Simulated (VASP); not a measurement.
Here is a VASP 6.6.1 calculation.

The input POSCAR:

```
Ir
1.0
    0.0000000000      1.9197000000      2.0732760000
    1.9197000000      0.0000000000      2.0732760000
    1.9197000000      1.9197000000      0.0000000000
Ir
1
Direct
    0.0000000000      0.0000000000      0.0000000000
```

Contents of INCAR.step1:

```
SYSTEM = Ir
  PREC = Accurate
  ENCUT = 520
  ISMEAR = 0
  SIGMA = 0.15
  LREAL = .False.
  LASPH = .True.
  NELM = 80
  NBANDS = 10
  GGA = PE
  ALGO = Normal
  EDIFF = 1E-4
  LWAVE = .True.
  LCHARG = .False.
```

File INCAR.step2:

```
SYSTEM = Ir
  PREC = Accurate
  ENCUT = 520
  EDIFF = 1E-6
  ISMEAR = 0
  SIGMA = 0.15
  LREAL = .False.
  LASPH = .True.
  NELM = 80
  ALGO = Normal
  ISIF = 2
  LWAVE = .False.
  LCHARG = .False.
  METAGGA = R2SCAN
  LMIXTAU = .True.
  NBANDS = 10
  ISTART = 1
```

The input KPOINTS:

```
Automatic mesh
0
Gamma
  22 22 22
  0 0 0
```

Potentials or basis: VASP PAW PBE potentials, release 64 (Ir).

Launch:

```bash
$ cat potpaw_PBE.64/Ir/POTCAR > POTCAR
$ cp INCAR.step1 INCAR
$ mpirun -np 1 vasp_std > vasp.out
$ cp INCAR.step2 INCAR
$ mpirun -np 1 vasp_std > vasp.out
```

(1) What does it give for the pressure?

Answers

(1) -19.8 GPa.

Caveat: the cell differs from its parent crystal (strain +0.000 along x and y, +0.080 along z); the PAW data sets were made with another functional, which shifts forces and pressure a little.
